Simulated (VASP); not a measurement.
**Mg2Te3O: relaxation of cell and atoms with PBE**

Mg2Te3O:

```
Mg Te O
1.0
     6.07491    0.00000    0.00000
    -3.03746    5.26103    0.00000
     0.00000    0.00000    4.26683
Mg Te O
2 3 1
Cartesian
  3.0375 1.7537 4.1095
  0.0000 3.5074 4.1095
  1.5187 2.6305 1.9607
  3.0375 0.0000 1.9607
  -1.5187 2.6305 1.9607
  0.0000 0.0000 3.7924
```

The cell was built from a structure type or drawn by symmetry, and may not be a known phase.

```json
{
 "Program": "VASP 6.6.1",
 "Task": "relaxation of cell and atoms",
 "Functional": "PBE",
 "Potentials or basis": "VASP PAW PBE potentials, release 64 (Mg, Te, O)",
 "Cutoff": "600 eV",
 "k mesh": "3 × 3 × 4",
 "Occupations": "gaussian, width 0.1 eV",
 "Spin": "no spin polarisation",
 "Dipole correction": "no",
 "Further INCAR settings": "ALGO = Normal; EDIFF = 1e-06; IBRION = 2; EDIFFG = -0.04; NSW = 90; ISIF = 3"
}
```

```json
{"Relaxed volume": "29.01 Å³/atom", "Relaxed cell": "a = 6.838 Å, b = 6.838 Å, c = 4.298 Å, α = 90.00°, β = 90.00°, γ = 120.00°", "Space group after relaxing (to 0.1 Å)": "P6mm (No. 183)", "Energy gained by relaxing": "287.5 meV/atom", "Ionic steps": "37", "Pressure after relaxing": "0.0 GPa", "Largest force after relaxing": "0.039 eV/Å", "Band gap on the k mesh": "zero (bands 14 and 15 overlap by 0.62 eV)"}
```

Forces on the atoms (eV/Å):
```
Mg   0.000  0.000  0.017
Mg   0.000  0.000  0.017
Te   0.000  0.000 -0.024
Te   0.000  0.000 -0.024
Te   0.000  0.000 -0.024
O    0.000  0.000  0.039
```

Step by step:
| step | energy change (eV) | largest force (eV/Å) | pressure (GPa) | volume (Å³) |
| --- | --- | --- | --- | --- |
| 1 | 0.0000 | 0.2091 | 13.39 | 136.37 |
| 2 | -1.2266 | 0.0960 | -0.98 | 177.39 |
| 3 | -1.2405 | 0.1033 | 0.03 | 172.12 |
| 4 | -1.2406 | 0.1023 | -0.10 | 172.89 |
| 5 | -1.2896 | 0.1196 | -0.11 | 173.35 |
| 6 | -1.3546 | 0.1316 | 0.25 | 174.29 |
| 7 | -1.3561 | 0.1288 | 0.17 | 174.19 |
| 8 | -1.3562 | 0.1292 | 0.18 | 174.21 |
| 9 | -1.3582 | 0.1316 | -0.07 | 175.51 |
| 10 | -1.3584 | 0.1324 | -0.18 | 176.10 |
| 11 | -1.3602 | 0.1377 | -0.18 | 176.10 |
| 12 | -1.3656 | 0.1494 | -0.17 | 176.07 |
| 13 | -1.3770 | 0.1759 | -0.14 | 176.02 |
| 14 | -1.4015 | 0.2209 | -0.08 | 175.92 |
| 15 | -1.4524 | 0.2849 | 0.08 | 175.69 |
| 16 | -1.5092 | 0.6324 | 0.59 | 175.15 |
| 17 | -1.5096 | 0.6333 | 0.59 | 175.15 |
| 18 | -1.5107 | 0.6359 | 0.59 | 175.17 |
| 19 | -1.5130 | 0.6413 | 0.59 | 175.20 |
| 20 | -1.5171 | 0.6520 | 0.59 | 175.27 |
| 21 | -1.5238 | 0.6741 | 0.60 | 175.40 |
| 22 | -1.5292 | 0.7180 | 0.62 | 175.66 |
| 23 | -1.5392 | 0.6991 | 0.54 | 175.83 |
| 24 | -1.5669 | 0.6432 | 0.33 | 176.33 |
| 25 | -1.6132 | 0.5370 | -0.05 | 177.32 |
| 26 | -1.6707 | 0.3469 | -0.74 | 179.28 |
| 27 | -1.6608 | 0.0645 | -1.79 | 183.12 |
| 28 | -1.6857 | 0.1986 | -1.25 | 180.99 |
| 29 | -1.7038 | 0.1625 | -0.92 | 178.92 |
| 30 | -1.7227 | 0.0717 | -0.18 | 174.64 |
| 31 | -1.7232 | 0.0514 | -0.01 | 173.81 |
| 32 | -1.7232 | 0.0549 | -0.04 | 173.95 |
| 33 | -1.7236 | 0.0485 | -0.03 | 173.95 |
| 34 | -1.7242 | 0.0457 | 0.00 | 173.95 |
| 35 | -1.7243 | 0.0455 | 0.01 | 173.95 |
| 36 | -1.7246 | 0.0421 | -0.01 | 173.98 |
| 37 | -1.7250 | 0.0386 | -0.03 | 174.05 |

Final structure:
```
Mg Te O
1.0
     6.83824    0.00000    0.00000
    -3.41912    5.92209    0.00000
     0.00000    0.00000    4.29793
Mg Te O
2 3 1
Direct
  0.66667 0.33333 0.03487
  0.33333 0.66667 0.03487
  0.50000 0.50000 0.53559
  0.50000 0.00000 0.53559
  0.00000 0.50000 0.53559
  0.00000 0.00000 0.51712
```

Levels at points of the mesh, in eV from the Fermi level:
```tsv
k point	band 11	band 12	band 13	band 14	band 15	band 16	band 17	band 18
(0.00, 0.00, 0.00)	-0.30	-0.30	-0.01	0.46	0.99	1.32	1.32	3.07
(0.00, 0.00, 0.50)	-0.75	-0.30	-0.19	-0.19	1.26	1.62	1.62	2.56
```

Wall time 29 min on 1 thread of Intel Xeon 8259CL, with other jobs on the host, peak memory 0.31 GiB.

Caveat: the k points lie up to 0.37 Å⁻¹ apart in the final cell, too coarse for converged energies and pressures of a metal; the volume moved by over 15 % at a fixed basis, so the end points are rough; semilocal functionals underestimate gaps, so a narrow gap can read as zero; spin-orbit coupling is left out, which moves the levels of the heavy elements.
